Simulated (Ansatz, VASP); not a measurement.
## Na2Zr in VASP and in Ansatz

Contents of INCAR:

```
  PREC = Accurate
  ENCUT = 520
  EDIFF = 1E-6
  ISMEAR = 0
  SIGMA = 0.1
  LREAL = False
  LASPH = True
  NELM = 60
  ALGO = Normal
  ISIF = 2
  LWAVE = False
  LCHARG = True
  GGA = PE
  LELF = True
  LVHAR = True
  NBANDS = 35
```

File KPOINTS:

```
Automatic mesh
0
Gamma
  4 4 4
```

Contents of POSCAR:

```
Na2Zr
1.0
    0.0000000000      3.8747957140      3.8747957140
    3.8747957140      0.0000000000      3.8747957140
    3.8747957140      3.8747957140      0.0000000000
Na Zr
4 2
Direct
    0.6250000000      0.6250000000      0.6250000000
    0.1250000000      0.6250000000      0.6250000000
    0.6250000000      0.6250000000      0.1250000000
    0.6250000000      0.1250000000      0.6250000000
    0.0000000000      0.0000000000      0.0000000000
    0.2500000000      0.2500000000      0.2500000000
```

Input for Ansatz:

```yaml
crystal:
  lattice:
    - [0.0, 3.874795714, 3.874795714]
    - [3.874795714, 0.0, 3.874795714]
    - [3.874795714, 3.874795714, 0.0]
  atoms:
    - { symbol: Na, position: [0.625, 0.625, 0.625] }
    - { symbol: Na, position: [0.125, 0.625, 0.625] }
    - { symbol: Na, position: [0.625, 0.625, 0.125] }
    - { symbol: Na, position: [0.625, 0.125, 0.625] }
    - { symbol: Zr, position: [0.0, 0.0, 0.0] }
    - { symbol: Zr, position: [0.25, 0.25, 0.25] }
basis:
  ecutwfc: 420
kpoints:
  mp_grid: { grid: [4, 4, 4] }
hamiltonian:
  xc: pbe
scf:
  occupations: { method: gaussian, width: 0.1 }
  lower_state_search: "off"
output:
  forces: true
  stress: true
  eigenvalues: true
```

Alike in both runs: task single point; functional PBE; k mesh 4 × 4 × 4; occupations gaussian, width 0.1 eV; no spin polarisation.

```csv
,VASP,Ansatz
version,VASP 6.6.1,Ansatz 0.2.0
potentials or method,"VASP PAW PBE potentials, release 64 (Na_pv, Zr_sv), cutoff 520 eV","scalar-relativistic, plane waves, PAW"
valence electrons in the cell,52,60
```

VASP gave:

```
gap on the k mesh at the Fermi level (eV) : none
pressure (GPa)                            : 14.5
```

Question: Estimate Ansatz's values.

Answer: gap on the k mesh at the Fermi level (eV): none; pressure (GPa): 14.4.

A gap of «none» marks a metal or a gap that the smearing closes. VASP's potentials hold 52 valence electrons a cell and Ansatz's 60, so a difference there can come from the potentials and not from the codes.
